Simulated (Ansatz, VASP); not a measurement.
Pd: VASP beside Ansatz

File INCAR:

```
PREC = Accurate
ENCUT = 520
EDIFF = 1E-7
ISMEAR = -1
SIGMA = 0.1
LREAL = False
LASPH = True
NELM = 100
ALGO = Normal
ISIF = 2
LWAVE = False
LCHARG = False
GGA = CA
NBANDS = 17
```

File KPOINTS:

```
Automatic mesh
0
Gamma
  13 13 13
```

The input POSCAR:

```
Pd
1.0
    0.0000000000      2.3691478690      2.3691478690
    2.3691478690      0.0000000000      2.3691478690
    2.3691478690      2.3691478690      0.0000000000
Pd
2
Direct
   -0.1250000000     -0.1250000000     -0.1250000000
    0.1250000000      0.1250000000      0.1250000000
```

Input for Ansatz:

```yaml
crystal:
  lattice:
    - [0.0, 2.369147869, 2.369147869]
    - [2.369147869, 0.0, 2.369147869]
    - [2.369147869, 2.369147869, 0.0]
  atoms:
    - { symbol: Pd, position: [-0.125, -0.125, -0.125] }
    - { symbol: Pd, position: [0.125, 0.125, 0.125] }
kpoints:
  mp_grid: { grid: [13, 13, 13] }
scf:
  occupations: { method: fermi_dirac, width: 0.1 }
hamiltonian:
  xc: lda
  pseudopotentials: { kind: all_electron, lapw: { basis_error: 0.001 } }
output:
  forces: true
  stress: true
  eigenvalues: true
  populations: true
```

Change from the starting cell: volume scaled by 0.6, LAPW.

Alike in both runs: task single point; functional LDA; k mesh 13 × 13 × 13; occupations fermi-dirac, width 0.1 eV; no spin polarisation.

|  | VASP | Ansatz |
| --- | --- | --- |
| version | VASP 6.6.1 | Ansatz 0.2.0 |
| potentials or method | VASP PAW LDA potentials, release 64 (Pd), cutoff 520 eV | all-electron LAPW, scalar-relativistic |

Ansatz gave:

- pressure (GPa): 183.2

Problem. What did VASP give for the same quantities?

Solution. Pressure (GPa): 166.3.

LDA's correlation is that of Perdew and Zunger in VASP and of Perdew and Wang (1992) in Ansatz. The pressures are high and differ by over a tenth, so treat them with care. Ansatz ran all-electron here, and VASP with PAW potentials.

Noted on VASP's run: the cell as given lies far from equilibrium.
